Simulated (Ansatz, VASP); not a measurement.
One calculation of ZnS, two programs

INCAR

```
SYSTEM = ZnS
ALGO = Normal
EDIFF = 1E-7
ENCUT = 520
GGA = PE
ISIF = 2
ISMEAR = 0
LASPH = .True.
LCHARG = .True.
LELF = .True.
LREAL = .False.
LVHAR = .True.
LWAVE = .False.
NBANDS = 26
NELM = 100
PREC = Accurate
SIGMA = 0.05
```

File KPOINTS:

```
k-points
0
Gamma
  9 9 4
  0 0 0
```

File POSCAR:

```
ZnS
1.0
    3.8967046666      0.0000000000      0.0000000000
   -1.9483523333      3.3746452323      0.0000000000
    0.0000000000      0.0000000000      6.3037246812
Zn S
2 2
Direct
    0.3163527059      0.6666666667      0.0052003729
    0.6836472941      0.3333333333      0.5052003729
    0.3470553733      0.6666666667      0.3797996271
    0.6529446267      0.3333333333      0.8797996271
```

Input for Ansatz:

```yaml
crystal:
  lattice:
    - [3.8967046666, 0.0, 0.0]
    - [-1.9483523333, 3.3746452323, 0.0]
    - [0.0, 0.0, 6.3037246812]
  atoms:
    - { symbol: Zn, position: [0.3163527059, 0.6666666667, 0.0052003729] }
    - { symbol: Zn, position: [0.6836472941, 0.3333333333, 0.5052003729] }
    - { symbol: S, position: [0.3470553733, 0.6666666667, 0.3797996271] }
    - { symbol: S, position: [0.6529446267, 0.3333333333, 0.8797996271] }
basis:
  ecutwfc: 520.0
kpoints:
  mp_grid: { grid: [9, 9, 4] }
hamiltonian:
  xc: pbe
scf:
  occupations: { method: gaussian, width: 0.05 }
output:
  forces: true
  stress: true
  eigenvalues: true
```

Change from the starting cell: mode 4 frozen in at -0.065 Å, equal normal strain along x and y +0.0133.

Alike in both runs: task single point; functional PBE; k mesh 9 × 9 × 4; occupations gaussian, width 0.05 eV; no spin polarisation.

|  | VASP | Ansatz |
| --- | --- | --- |
| version | VASP 6.6.1 | Ansatz 0.2.0 |
| potentials or method | VASP PAW PBE potentials, release 64 (Zn, S), cutoff 520 eV | scalar-relativistic, plane waves, PAW |
| valence electrons in the cell | 36 | 36 |

|  | VASP | Ansatz | Ansatz less VASP |
| --- | --- | --- | --- |
| gap on the k mesh at the Fermi level (eV) | 1.96 | 1.96 | -0.001 |
| least direct gap on the mesh (eV) | 1.96 | 1.96 | -0.001 |
| pressure (GPa) | -1.6 | -1.7 | -0.14 |
| traceless stress, the component that is largest in VASP (GPa) | 1.01 | 1.01 | -0.006 |
| rms of the force components (eV/Å) | 0.048 | 0.048 | +0.0001 |

Atom by atom the forces differ by 0.001 eV/Å (rms over components).
